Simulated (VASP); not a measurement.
A run of VASP 6.6.1 is set up as follows.

File INCAR:

```
  ALGO = Normal
  EDIFF = 1E-6
  ENCUT = 1330
  GGA = CA
  GGA_COMPAT = False
  ISIF = 2
  ISMEAR = 0
  LASPH = True
  LCHARG = False
  LREAL = False
  LWAVE = False
  NBANDS = 16
  NELM = 120
  PREC = Accurate
  SIGMA = 0.15
```

File KPOINTS:

```
k-points
0
Gamma
  18 18 18
```

The input POSCAR:

```
TaN
1.0
    0.0000000000      2.1375325951      2.1375325951
    2.1375325951      0.0000000000      2.1375325951
    2.1375325951      2.1375325951      0.0000000000
Ta N
1 1
Direct
    0.5000000000      0.5000000000      0.5000000000
    0.0000000000      0.0000000000      0.0000000000
```

Potentials or basis: VASP PAW LDA potentials, release 64 (Ta_sv_GW, N_h).

Launch:

```sh
$ cat potpaw_LDA.64/Ta_sv_GW/POTCAR potpaw_LDA.64/N_h/POTCAR > POTCAR
$ mpirun -np 1 vasp_std > vasp.out
```

Question: What does it give for the pressure?

Answer: 22.9 GPa.

Question: Predict the band gap on the k mesh.

Answer: Zero (bands 9 and 10 overlap by 4.54 eV).

Caveat: the cell stands under pressure; spin-orbit coupling is left out, which moves the levels of the heavy elements.
